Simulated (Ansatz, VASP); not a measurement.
## Ca3WN4 in VASP and in Ansatz

```
Ca W N
1.0
     4.66102    0.00000    0.00000
     0.00000    4.66102    0.00000
     0.00000    0.00000    4.66102
Ca W N
3 1 4
Direct
  0.50000 0.00000 0.00000
  0.00000 0.50000 0.00000
  0.00000 0.00000 0.50000
  0.50000 0.50000 0.50000
  0.00000 0.50000 0.50000
  0.50000 0.00000 0.50000
  0.50000 0.50000 0.00000
  0.00000 0.00000 0.00000
```

Alike in both runs: functional PBE; k mesh 4 × 4 × 4; occupations gaussian, width 0.1 eV; no spin polarisation.

Ansatz relaxed the structure, and its values are those at the end. VASP's run is a single point on that final structure, the one shown.

```csv
,VASP,Ansatz
version,VASP 6.6.1,Ansatz 0.2.0
potentials or method,"VASP PAW PBE potentials, release 64 (Ca_sv, W_sv, N), cutoff 520 eV","scalar-relativistic, plane waves, PAW"
valence electrons in the cell,64,64
```

|  | VASP | Ansatz | Ansatz less VASP |
| --- | --- | --- | --- |
| gap on the k mesh at the Fermi level (eV) | none | none | - |
| pressure (GPa) | 0.4 | -0.3 | -0.78 |

A gap of «none» marks a metal or a gap that the smearing closes.

Spin-orbit coupling is off throughout.
